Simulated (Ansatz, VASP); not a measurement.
Te in VASP and in Ansatz

```
CELL_PARAMETERS angstrom
0.00000 3.59166 3.59166
3.59166 0.00000 3.59166
3.59166 3.59166 0.00000
ATOMIC_POSITIONS crystal
Te 0.00000 0.00000 0.00000
Te 0.25000 0.25000 0.25000
```

Alike in both runs: functional PBE; k mesh 10 × 10 × 10; occupations gaussian, width 0.1 eV; no spin polarisation.

Ansatz relaxed the structure, and its values are those at the end. VASP's run is a single point on that final structure, the one shown.

|  | VASP | Ansatz |
| --- | --- | --- |
| version | VASP 6.6.1 | Ansatz 0.2.0 |
| potentials or method | VASP PAW PBE potentials, release 64 (Te), cutoff 520 eV | scalar-relativistic, plane waves, PAW |
| valence electrons in the cell | 12 | 32 |

|  | VASP | Ansatz | Ansatz less VASP |
| --- | --- | --- | --- |
| gap on the k mesh at the Fermi level (eV) | none | none | - |
| pressure (GPa) | 0.0 | 0.0 | +0.02 |

A gap of «none» marks a metal or a gap that the smearing closes. VASP's potentials hold 12 valence electrons a cell and Ansatz's 32, so a difference there can come from the potentials and not from the codes.

Neither program's run includes spin-orbit coupling.
